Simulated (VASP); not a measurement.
Wanted: the native input for a VASP 6.6.1 run.

```yaml
Task: single point
Functional: PBE
Dispersion: D3(BJ)
Potentials_or_basis: VASP PAW PBE potentials, release 64 (Pt, Se)
Cutoff: 520 eV
k_mesh: 12 × 12 × 8
Occupations: gaussian, width 0.15 eV
Spin: no spin polarisation
Dipole_correction: no
Further_INCAR_settings: ALGO = Normal; EDIFF = 1e-06; NBANDS = 18
```

The structure of PtSe2 lies in POSCAR:

```
PtSe2
1.0
    3.7715031150      0.0000000000      0.0000000000
   -1.8857515575      3.7561501342      0.0000000000
    0.0000000000      0.0000000000      4.8219239451
Pt Se
1 2
Direct
    0.0000000000      0.0000000000      0.0000000000
    0.3333333333      0.6666666667      0.2655211092
    0.6666666667      0.3333333333      0.7344788908
```

This cell differs from its parent crystal: normal strain along x +0.0000, normal strain along y +0.1500.

These files were run (other wordings do the same):

INCAR

```
  PREC = Accurate
  ENCUT = 520
  EDIFF = 1E-6
  ISMEAR = 0
  SIGMA = 0.15
  LREAL = False
  LASPH = True
  NELM = 60
  ALGO = Normal
  ISIF = 2
  LWAVE = False
  LCHARG = True
  GGA = PE
  IVDW = 12
  LELF = True
  LVHAR = True
  NBANDS = 18
```

KPOINTS

```
Automatic mesh
0
Gamma
  12 12 8
```

Potentials or basis: VASP PAW PBE potentials, release 64 (Pt, Se).

Launch:

```sh
$ cat potpaw_PBE.64/Pt/POTCAR potpaw_PBE.64/Se/POTCAR > POTCAR
$ mpirun -np 1 vasp_std > vasp.out
```

It gave:

The pressure is -12.6 GPa. The largest force is 0.874 eV/Å and the band gap on the k mesh is zero (band 11 reaches 5.38 eV, above the bottom of band 12 at 4.51 eV). The dispersion energy per atom is -0.425 eV.

Caveat: the cell differs from its parent crystal (normal strain along x +0.0000, normal strain along y +0.1500); spin-orbit coupling is left out, which moves the levels of the heavy elements; pairwise dispersion overbinds metals, which lowers pressure and volume.

It took 2.5 min on 1 thread of Intel(R) Xeon(R) 6975P-C (Granite Rapids), on a shared host, peak memory 0.49 GiB.
